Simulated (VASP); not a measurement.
Cs2AgBiBr6: single point with PBE

The system is Cs2AgBiBr6.

```
CELL_PARAMETERS angstrom
0.00000 5.62479 5.62479
5.62479 0.00000 5.62479
5.62479 5.62479 0.00000
ATOMIC_POSITIONS crystal
Cs 0.25000 0.25000 0.25000
Cs 0.75000 0.75000 0.75000
Ag 0.50000 0.50000 0.50000
Bi 0.00000 0.00000 0.00000
Br 0.25131 0.74869 0.25131
Br 0.25131 0.74869 0.74869
Br 0.74869 0.25131 0.74869
Br 0.74869 0.25131 0.25131
Br 0.25131 0.25131 0.74869
Br 0.74869 0.74869 0.25131
```

This cell differs from its parent crystal: volume changed by -6%.

| Quantity | Value |
| --- | --- |
| Program | VASP 6.6.1 |
| Task | single point |
| Functional | PBE |
| Potentials or basis | VASP PAW PBE potentials, release 64 (Cs_sv, Ag, Bi_d, Br) |
| Cutoff | 520 eV |
| k mesh | 4 × 4 × 4 |
| Occupations | gaussian, width 0.01 eV |
| Spin | no spin polarisation |
| Dipole correction | no |
| Further INCAR settings | ALGO = Normal; EDIFF = 1e-06; NBANDS = 54 |

The pressure is 1.6 GPa, the largest force is 0.196 eV/Å and the band gap on the k mesh is 1.26 eV, indirect (least direct gap 2.45 eV).

Forces on the atoms (eV/Å):
```
Cs   0.000  0.000  0.000
Cs   0.000  0.000  0.000
Ag   0.000  0.000  0.000
Bi   0.000  0.000  0.000
Br   0.000  0.196  0.000
Br  -0.196  0.000  0.000
Br   0.000 -0.196  0.000
Br   0.196  0.000  0.000
Br   0.000  0.000  0.196
Br   0.000  0.000 -0.196
```

Levels at points of the mesh, in eV from the valence-band top:
| k point | band 41 | band 42 | band 43 | band 44 | band 45 | band 46 |
| --- | --- | --- | --- | --- | --- | --- |
| (0.00, 0.00, 0.00) | -1.22 | -0.67 | -0.67 | 2.29 | 2.29 | 2.29 |
| (0.50, 0.00, 0.00) | -1.40 | -1.25 | -1.25 | 1.26 | 3.67 | 3.67 |
| (0.50, 0.50, 0.00) | -1.24 | -0.67 | 0.00 | 2.79 | 2.79 | 3.15 |

It took 5.2 min on 1 thread of Intel(R) Xeon(R) Platinum 8259CL CPU @ 2.50GHz (Skylake/Cascade Lake), with other jobs on the host, peak memory 0.6 GiB.

Caveat: spin-orbit coupling is left out, which moves the levels of the heavy elements. A k mesh can miss the band edges.
